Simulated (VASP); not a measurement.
# In2Sb (P6_3mc) in VASP: further runs

The runs below take In2Sb through single point, with PBEsol.

All numbers are computed with VASP 6.6.1; they aren't measurements. Logs are shortened: lines on timing, memory, paths and dates and some standing lists are left out, and cuts for length are marked.

### 1 The cell of the first run

Symmetry: P6_3mc, No. 186, hexagonal system. The conventional cell has a = 5.333 Å, b = 5.333 Å, c = 6.393 Å, α = 90.00°, β = 90.00°, γ = 120.00°. Within 4.0 Å of In (site symmetry 3m) lie 5 Sb at 3.04 to 3.36 Å and 6 In at 3.38 to 3.57 Å. Within 4.2 Å of In (site symmetry 3m) lie 8 In at 3.20 to 3.57 Å and 6 Sb at 3.31 to 3.66 Å. Sb (site symmetry 3m) has 11 In at 3.04 to 3.66 Å within 4.0 Å.

### 2 Single point, PBEsol (atoms displaced along a vibrational mode)

INCAR reads:

```
  ALGO = Fast
  EDIFF = 1E-6
  ENCUT = 520
  GGA = PS
  ISIF = 2
  ISMEAR = 0
  LASPH = T
  LCHARG = F
  LREAL = F
  LWAVE = F
  NBANDS = 40
  NELM = 60
  PREC = Accurate
  SIGMA = 0.15
```

KPOINTS reads:

```
k-points
0
Gamma
  12 12 8
```

POSCAR reads:

```
In2Sb
1.0
    5.3333334348      0.0000000000      0.0000000000
   -2.6666667174      4.6188022414      0.0000000000
    0.0000000000      0.0000000000      6.3928489808
In Sb
4 2
Direct
    0.6666666667      0.3333333333      0.2522522608
    0.3333333333      0.6666666667      0.7522522608
    0.0000000000      0.0000000000      0.4687150439
    0.0000000000      0.0000000000     -0.0312849561
    0.6666666667      0.3333333333      0.7773774312
    0.3333333333      0.6666666667      0.2773774312
```

Potentials or basis: VASP PAW PBE potentials, release 64 (In_d, Sb).

Command:

```
> cat potpaw_PBE.64/In_d/POTCAR potpaw_PBE.64/Sb/POTCAR > POTCAR
> mpirun -np 1 vasp_std > vasp.out
```

OUTCAR:

```text
EDIFF = 1E-6
   ENCUT = 520
   GGA = PS
   ISIF = 2
   ISMEAR = 0
   LASPH = T
   LREAL = F
   NELM = 60
   PREC = Accurate

 ion  position               nearest neighbor table
   1  0.667  0.333  0.252-   5 3.04   6 3.08   6 3.08   6 3.08   5 3.36   3 3.38   3 3.38   3 3.38
                             4 3.57   4 3.57   4 3.57
   2  0.333  0.667  0.752-   6 3.04   5 3.08   5 3.08   5 3.08   6 3.36   4 3.38   4 3.38   4 3.38
                             3 3.57   3 3.57   3 3.57
   3  0.000  0.000  0.469-   4 3.20   4 3.20   6 3.31   6 3.31   6 3.31   1 3.38   1 3.38   1 3.38
                             2 3.57   2 3.57   2 3.57   5 3.66   5 3.66   5 3.66
   4  0.000  0.000  0.969-   3 3.20   3 3.20   5 3.31   5 3.31   5 3.31   2 3.38   2 3.38   2 3.38
                             1 3.57   1 3.57   1 3.57   6 3.66   6 3.66   6 3.66
   5  0.667  0.333  0.777-   1 3.04   2 3.08   2 3.08   2 3.08   4 3.31   4 3.31   4 3.31   1 3.36
                             3 3.66   3 3.66   3 3.66
   6  0.333  0.667  0.277-   2 3.04   1 3.08   1 3.08   1 3.08   3 3.31   3 3.31   3 3.31   2 3.36
                             4 3.66   4 3.66   4 3.66

  LATTYP: Found a hexagonal cell.
 ALAT       =     5.3333334348
 C/A-ratio  =     1.1986591611

  Lattice vectors:

 A1 = (   5.3333334348,   0.0000000000,   0.0000000000)
 A2 = (  -2.6666667174,   4.6188022414,   0.0000000000)
 A3 = (   0.0000000000,   0.0000000000,   6.3928489808)

Analysis of symmetry for initial positions (statically):
=====================================================================
 Subroutine PRICEL returns:
 Original cell was already a primitive cell.

 Routine SETGRP: Setting up the symmetry group for a
 hexagonal supercell.

 Subroutine GETGRP returns: Found 12 space group operations
 (whereof  6 operations were pure point group operations)
 out of a pool of 24 trial point group operations.

The static configuration has the point symmetry C_3v.
 The point group associated with its full space group is C_6v.

Analysis of symmetry for dynamics (positions and initial velocities):
=====================================================================
 Subroutine PRICEL returns:
 Original cell was already a primitive cell.

 Routine SETGRP: Setting up the symmetry group for a
 hexagonal supercell.

 Subroutine GETGRP returns: Found 12 space group operations
 (whereof  6 operations were pure point group operations)
 out of a pool of 24 trial point group operations.

The dynamic configuration has the point symmetry C_3v.
 The point group associated with its full space group is C_6v.

 Subroutine INISYM returns: Found 12 space group operations
 (whereof  6 operations are pure point group operations),
 and found     1 'primitive' translations

----------------------------------------------------------------------------------------

                                     Primitive cell

  volume of cell :     157.4790

  direct lattice vectors                    reciprocal lattice vectors
     5.333333435  0.000000000  0.000000000     0.187499996  0.108253173  0.000000000
    -2.666666717  4.618802241  0.000000000     0.000000000  0.216506347  0.000000000
     0.000000000  0.000000000  6.392848981     0.000000000  0.000000000  0.156424781

  length of vectors
     5.333333435  5.333333435  6.392848981     0.216506347  0.216506347  0.156424781

  position of ions in fractional coordinates (direct lattice)
     0.666666667  0.333333333  0.252252261
     0.333333333  0.666666667  0.752252261
     0.000000000  0.000000000  0.468715044
     0.000000000  0.000000000  0.968715044
     0.666666667  0.333333333  0.777377431
     0.333333333  0.666666667  0.277377431

  ion indices of the primitive-cell ions
   primitive index   ion index
                 1           1
                 2           2
                 3           3
                 4           4
                 5           5
                 6           6

----------------------------------------------------------------------------------------

 KPOINTS: k-points

Automatic generation of k-mesh.
 Grid dimensions read from file:
 generate k-points for:   12   12    8

 Generating k-lattice:

  Cartesian coordinates                     Fractional coordinates (reciprocal lattice)
     0.015625000  0.009021098  0.000000000     0.083333333 -0.000000000  0.000000000
     0.000000000  0.018042196  0.000000000     0.000000000  0.083333333  0.000000000
     0.000000000  0.000000000  0.019553098     0.000000000  0.000000000  0.125000000

  Length of vectors
     0.018042196  0.018042196  0.019553098

  Shift w.r.t. Gamma in fractional coordinates (k-lattice)
     0.000000000  0.000000000  0.000000000

 Subroutine IBZKPT returns following result:
 ===========================================

 Found     95 irreducible k-points:

 Following reciprocal coordinates:
            Coordinates               Weight
  0.000000  0.000000  0.000000      1.000000
  0.083333  0.000000  0.000000      6.000000
  0.166667  0.000000  0.000000      6.000000
  0.250000  0.000000  0.000000      6.000000
  0.333333  0.000000  0.000000      6.000000
  0.416667  0.000000  0.000000      6.000000
[... 16 lines left out ...]
  0.250000  0.000000  0.125000     12.000000
  0.333333  0.000000  0.125000     12.000000
 [... further k-points ...]
   k-points           NKPTS =     95   k-points in BZ     NKDIM =     95   number of bands    NBANDS=     40
   number of dos      NEDOS =    301   number of ions     NIONS =      6
   total plane-waves  NPLWV =  76800
   dimension x,y,z NGX =    40 NGY =   40 NGZ =   48
   dimension x,y,z NGXF=    80 NGYF=   80 NGZF=   96
   ions per type =               4   2
   NGX,Y,Z   is equivalent  to a cutoff of  12.47, 12.47, 12.48 a.u.
   NGXF,Y,Z  is equivalent  to a cutoff of  24.94, 24.94, 24.96 a.u.
 SYSTEM =  unknown system
   PREC   = accura    normal or accurate (medium, high low for compatibility)
   ISTART =      0    job   : 0-new  1-cont  2-samecut
   ICHARG =      2    charge: 1-file 2-atom 10-const
   ISPIN  =      1    spin polarized calculation?
   LNONCOLLINEAR =      F non collinear calculations
   LSORBIT =      F    spin-orbit coupling
   LASPH  =      T    aspherical Exc in radial PAW
   ENCUT  =  520.0 eV  38.22 Ry    6.18 a.u.   9.92  9.92 11.89*2*pi/ulx,y,z
   NELM   =     60;   NELMIN=  2; NELMDL= -5     # of ELM steps
   EDIFF  = 0.1E-05   stopping-criterion for ELM
   LREAL  =      F    real-space projection
   EDIFFG = 0.1E-04   stopping-criterion for IOM
   NSW    =      0    number of steps for IOM
   IBRION =     -1    ionic relax: 0-MD 1-quasi-New 2-CG
   NFREE  =      0    steps in history (QN), initial steepest desc. (CG)
   ISIF   =      2    stress and relaxation
   ISYM   =      2    0-nonsym 1-usesym 2-fastsym
   POTIM  = 0.5000    time-step for ionic-motion
   TEBEG  =    0.0;   TEEND  =   0.0 temperature during run
   PSTRESS=    0.0 pullay stress
   NELECT =      62.0000    total number of electrons
   NUPDOWN=      -1.0000    fix difference up-down
   EMIN   =  10.00;   EMAX   =-10.00  energy-range for DOS
   EFERMI =   0.00;   METHOD = LEGACY
   ISMEAR =     0;   SIGMA  =   0.15  broadening in eV -4-tet -1-fermi 0-gaus
   EFERMI_NEDOS =   21; number of points for ismear=-14 and -15
   IALGO  =     68    algorithm
   IMIX   =      4    mixing-type and parameters
     AMIX     =   0.40;   BMIX     =  1.00
     AMIX_MAG =   1.60;   BMIX_MAG =  1.00
  volume/ion in A,a.u.               =      26.25       177.12
  Fermi-wavevector in a.u.,A,eV,Ry     =   1.199862  2.267410 19.587875  1.439668
  Thomas-Fermi vector in A             =   2.335713
   LORBIT       =      0    0 simple, 1 ext, 2 COOP (PROOUT), +10 PAW based schemes
   GGA     = PS    functional components
   LHFCALC =     F    Hartree Fock is set to
   AEXX    =    0.0000 exact exchange contribution
   IVDW    =     0    specifies the selected vdW correction
   LEPSILON=     F    determine dielectric tensor
   LRPA    =     F    only Hartree local field effects (RPA)
 non-spin polarized calculation
 RMM-DIIS sequential band-by-band and
 Gauss-broadening in eV      SIGMA  =   0.15
  energy-cutoff  :      520.00
  volume of cell :      157.48
 maximum number of plane-waves:      4278
 NGX is ok and might be reduce to    40
   NGX = 19   NGY = 19   NGZ = 23

 number of electron      62.0000004 magnetization

 Free energy of the ion-electron system (eV)
  ---------------------------------------------------
  ext. energy  EPLUGINS =         0.00000000
  ---------------------------------------------------
  free energy    TOTEN  =       -21.09818741 eV

  energy without entropy =      -21.06934342  energy(sigma->0) =      -21.08376541

 E-fermi :   7.7178     XC(G=0): -10.3829

 val. band max:        7.7126069414   @ k =   0.0833   0.0833   0.2500
 cond. band min:       7.7179849099   @ k =   0.0833   0.0833   0.1250
 fundamental gap:      0.0053779685
 Fermi energy:         7.7178089575

 k-point     1 :       0.0000    0.0000    0.0000
  band No.  band energies     occupation
      1      -6.9751      2.00000
      2      -6.9401      2.00000
      3      -6.9401      2.00000
      4      -6.8784      2.00000
      5      -6.8784      2.00000
      6      -6.8553      2.00000
[... 32 lines left out ...]
     39      10.8217      0.00000
     40      12.2172      0.00000

 k-point     2 :       0.0833    0.0000    0.0000
  band No.  band energies     occupation
      1      -6.9748      2.00000
      2      -6.9436      2.00000
      3      -6.9376      2.00000
      4      -6.8758      2.00000
      5      -6.8731      2.00000
      6      -6.8479      2.00000
[... 32 lines left out ...]
     39      11.0408      0.00000
     40      12.1380      0.00000

 k-point     3 :       0.1667    0.0000    0.0000
  band No.  band energies     occupation
      1      -6.9738      2.00000
      2      -6.9490      2.00000
      3      -6.9306      2.00000
      4      -6.8688      2.00000
      5      -6.8582      2.00000
      6      -6.8410      2.00000
[... 32 lines left out ...]
     39      11.6522      0.00000
     40      12.3229      0.00000

 k-point     4 :       0.2500    0.0000    0.0000
  band No.  band energies     occupation
      1      -6.9724      2.00000
      2      -6.9499      2.00000
      3      -6.9214      2.00000
      4      -6.8601      2.00000
      5      -6.8551      2.00000
      6      -6.8360      2.00000
[... 32 lines left out ...]
     39      12.3984      0.00000
     40      12.7799      0.00000
[... 772 lines left out ...]
     39      11.4382      0.00000
     40      12.0912      0.00000

 k-point    23 :       0.2500    0.0000    0.1250
  band No.  band energies     occupation
      1      -6.9578      2.00000
      2      -6.9428      2.00000
      3      -6.9172      2.00000
      4      -6.8593      2.00000
      5      -6.8566      2.00000
      6      -6.8339      2.00000
[... 32 lines left out ...]
     39      11.7734      0.00000
     40      12.7688      0.00000

 k-point    24 :       0.3333    0.0000    0.1250
  band No.  band energies     occupation
      1      -6.9577      2.00000
      2      -6.9365      2.00000
      3      -6.9102      2.00000
      4      -6.8663      2.00000
      5      -6.8530      2.00000
      6      -6.8155      2.00000
[... 32 lines left out ...]
     39      12.3111      0.00000
     40      12.7749      0.00000

 [... further k-points ...]
[... 5 lines left out ...]
  --------------------------------------------------------------------------------------
  -------------------------------------------------------------------------------------
  Total        0.4405449      0.4405449      0.0638994      0.0000000      0.0000000      0.0000000
  in kB        4.4820658      4.4820658      0.6501066      0.0000000      0.0000000      0.0000000
  external PRESSURE =       3.2047461 kB  Pullay stress =       0.0000000 kB

 VOLUME and BASIS-vectors are now :
 -----------------------------------------------------------------------------
  energy-cutoff  :      520.00
  volume of cell :      157.48
      direct lattice vectors                 reciprocal lattice vectors
     5.333333435  0.000000000  0.000000000     0.187499996  0.108253173  0.000000000
    -2.666666717  4.618802241  0.000000000     0.000000000  0.216506347  0.000000000
     0.000000000  0.000000000  6.392848981     0.000000000  0.000000000  0.156424781

 POSITION                                       TOTAL-FORCE (eV/Angst)
 -----------------------------------------------------------------------------------
      2.66667      1.53960      1.61261        -0.000000      0.000000      0.046901
     -0.00000      3.07920      4.80904         0.000000     -0.000000      0.046901
      0.00000      0.00000      2.99642        -0.000000     -0.000000      0.049974
      0.00000      0.00000      6.19285        -0.000000      0.000000      0.049974
      2.66667      1.53960      4.96966        -0.000000     -0.000000     -0.096875
     -0.00000      3.07920      1.77323        -0.000000      0.000000     -0.096875
 -----------------------------------------------------------------------------------
    total drift:                                0.000000     -0.000000     -0.000302

  FREE ENERGIE OF THE ION-ELECTRON SYSTEM (eV)
  ---------------------------------------------------
  free  energy   TOTEN  =       -21.0981874066 eV

  energy  without entropy=      -21.0693434210  energy(sigma->0) =      -21.08376541
```

Run time: 18 min. Hardware: 1 thread of Oxide Virtual Turin-like, shared host; peak memory 0.55 GiB.

What came out:

```
Free energy            : -21.0982 eV
Pressure               : 0.3 GPa
Largest force          : 0.097 eV/Å
Band gap on the k mesh : zero (bands 31 and 32 overlap by 2.21 eV)
```

Forces on the atoms (eV/Å):
```
In   0.000  0.000  0.047
In   0.000  0.000  0.047
In   0.000  0.000  0.050
In   0.000  0.000  0.050
Sb   0.000  0.000 -0.097
Sb   0.000  0.000 -0.097
```

Stress tensor (GPa, compression positive):
```
0.45 0.00 0.00
0.00 0.45 0.00
0.00 0.00 0.07
```

Levels at points of the mesh, in eV from the Fermi level:
| k point | band 29 | band 30 | band 31 | band 32 | band 33 | band 34 |
| --- | --- | --- | --- | --- | --- | --- |
| (0.00, 0.00, 0.00) | -2.01 | -1.31 | -0.74 | -0.26 | -0.26 | 0.29 |
| (0.50, 0.00, 0.00) | -1.70 | -1.69 | -1.16 | 1.56 | 1.62 | 2.20 |
| (0.00, 0.00, 0.50) | -2.03 | -2.03 | -0.80 | -0.80 | -0.41 | -0.41 |
| (0.50, 0.00, 0.50) | -0.35 | -0.35 | 0.90 | 0.90 | 2.67 | 2.67 |

Caveat: the cell differs from its parent crystal (atoms displaced along a vibrational mode); the PAW data sets were made with another functional, which shifts forces and pressure a little; spin-orbit coupling is left out, which moves the levels of the heavy elements.

### 3 Single point, PBEsol (atoms displaced along a vibrational mode)

INCAR reads:

```
  PREC = Accurate
  ENCUT = 520
  EDIFF = 1E-7
  ISMEAR = 0
  SIGMA = 0.15
  LREAL = False
  LASPH = True
  NELM = 100
  ALGO = Fast
  ISIF = 2
  LWAVE = False
  LCHARG = False
  GGA = PS
  NBANDS = 40
```

KPOINTS reads:

```
regular mesh
0
Gamma
  12 12 8
```

POSCAR reads:

```
In2Sb
1.0
    5.3333334348      0.0000000000      0.0000000000
   -2.6666667174      4.6188022414      0.0000000000
    0.0000000000      0.0000000000      6.3928489808
In Sb
4 2
Direct
    0.6666666667      0.3333333333      0.2488738696
    0.3333333333      0.6666666667      0.7488738696
    0.0000000000      0.0000000000      0.5156424781
    0.0000000000      0.0000000000      0.0156424781
    0.6666666667      0.3333333333      0.7363112844
    0.3333333333      0.6666666667      0.2363112844
```

Potentials or basis: VASP PAW PBE potentials, release 64 (In_d, Sb).

Command:

```
> cat potpaw_PBE.64/In_d/POTCAR potpaw_PBE.64/Sb/POTCAR > POTCAR
> mpirun -np 1 vasp_std > vasp.out
```

It took 16 min on 1 thread of Oxide Virtual Turin-like, shared host; peak memory 0.55 GiB.

It converged, with:

| Item | Value |
| --- | --- |
| Free energy | -21.1144 eV |
| Pressure | 0.1 GPa |
| Largest force | 0.026 eV/Å |
| Band gap on the k mesh | zero (bands 31 and 32 overlap by 2.22 eV) |

Forces in eV/Å, atoms in the order of the input:
```
In   0.000  0.000 -0.006
In   0.000  0.000 -0.006
In   0.000  0.000 -0.019
In   0.000  0.000 -0.019
Sb   0.000  0.000  0.026
Sb   0.000  0.000  0.026
```

Stress tensor (GPa, compression positive):
```
 0.23  0.00  0.00
 0.00  0.23  0.00
 0.00  0.00 -0.15
```

Levels at points of the mesh, in eV from the Fermi level:
```csv
k point,band 27,band 28,band 29,band 30,band 31,band 32,band 33,band 34,band 35,band 36
"(0.00, 0.00, 0.00)",-2.63,-1.99,-1.99,-1.29,-0.74,-0.27,-0.27,0.27,0.51,2.02
"(0.50, 0.00, 0.00)",-3.84,-3.75,-1.64,-1.60,-1.23,1.42,1.61,2.21,3.54,3.57
"(0.00, 0.00, 0.50)",-2.00,-2.00,-2.00,-2.00,-0.86,-0.86,-0.41,-0.41,-0.41,-0.41
"(0.50, 0.00, 0.50)",-3.31,-3.31,-0.31,-0.31,0.83,0.83,2.70,2.70,3.10,3.10
```

Caveat: the cell differs from its parent crystal (atoms displaced along a vibrational mode); the PAW data sets were made with another functional, which shifts forces and pressure a little; spin-orbit coupling is left out, which moves the levels of the heavy elements.
